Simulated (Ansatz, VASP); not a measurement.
TaN: VASP beside Ansatz

```
Ta N
1.0
     0.00000    0.00000    2.87073
     2.92399    0.00000    0.00000
     0.00000    5.06450    0.00000
Ta N
2 2
Direct
  0.50000 0.06412 0.33333
  0.50000 0.43588 0.83333
  0.00000 0.52762 0.50000
  0.00000 0.97238 0.00000
```

Change from the starting cell: mode 4 (178.8 1/cm) frozen in, largest displacement +0.188 Å.

Alike in both runs: task single point; functional PBEsol; k mesh 20 × 20 × 12; occupations gaussian, width 0.15 eV; no spin polarisation.

|  | VASP | Ansatz |
| --- | --- | --- |
| version | VASP 6.6.1 | Ansatz 0.2.0 |
| potentials or method | VASP PAW PBE potentials, release 64 (Ta_pv, N), cutoff 520 eV | scalar-relativistic, plane waves, PAW |
| valence electrons in the cell | 32 | 36 |

```tsv
	VASP	Ansatz	Ansatz less VASP
gap on the k mesh at the Fermi level (eV)	none	none	-
pressure (GPa)	5.4	4.5	-0.88
traceless stress, the component that is largest in VASP (GPa)	7.57	7.64	+0.075
rms of the force components (eV/Å)	1.538	1.536	-0.0023
```

VASP's potentials were made for PBE, not for PBEsol. Atom by atom the forces differ by 0.007 eV/Å (rms over components). A gap of «none» marks a metal or a gap that the smearing closes. VASP's potentials hold 32 valence electrons a cell and Ansatz's 36, so a difference there can come from the potentials and not from the codes.

Neither program's run includes spin-orbit coupling.
